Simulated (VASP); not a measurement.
A run of VASP 6.6.1 is set up as follows.

INCAR

```
PREC     = Accurate       # precision mode
ENCUT    = 520            # plane-wave cutoff, eV
EDIFF    = 1E-7           # SCF threshold, eV
ISMEAR   = 0              # smearing method
SIGMA    = 0.01           # smearing width, eV
LREAL    = False          # projectors in reciprocal space
LASPH    = True           # aspherical terms in the spheres
NELM     = 60             # most SCF steps
ALGO     = Normal         # electronic algorithm
ISIF     = 2              # what is computed and relaxed
LWAVE    = False          # write WAVECAR
LCHARG   = False          # write CHGCAR
GGA      = PS             # functional
NBANDS   = 11             # bands
```

The input KPOINTS:

```
regular mesh
0
Gamma
  10 10 10
```

File POSCAR:

```
MgO
1.0
    2.1492825514      2.1492825514      0.0000000000
   -2.1492825514      2.1492825514      0.0000000000
    0.0000000000      2.1492825514      2.0818540793
Mg O
1 1
Direct
    0.0000000000      0.0000000000      0.0000000000
    0.5000000000      0.5000000000      0.0000000000
```

Potentials or basis: VASP PAW PBE potentials, release 64 (Mg, O).

Run with:

```bash
$ cat potpaw_PBE.64/Mg/POTCAR potpaw_PBE.64/O/POTCAR > POTCAR
$ mpirun -np 1 vasp_std > vasp.out
```

(1) What does it give for the band gap on the k mesh?

(2) Estimate the pressure.

Results:

(1) 4.33 eV.

(2) -4.3 GPa.

Caveat: the cell differs from its parent crystal (in-plane strain +0.02); the cell stands under tension; the PAW data sets were made with another functional, which shifts forces and pressure a little.
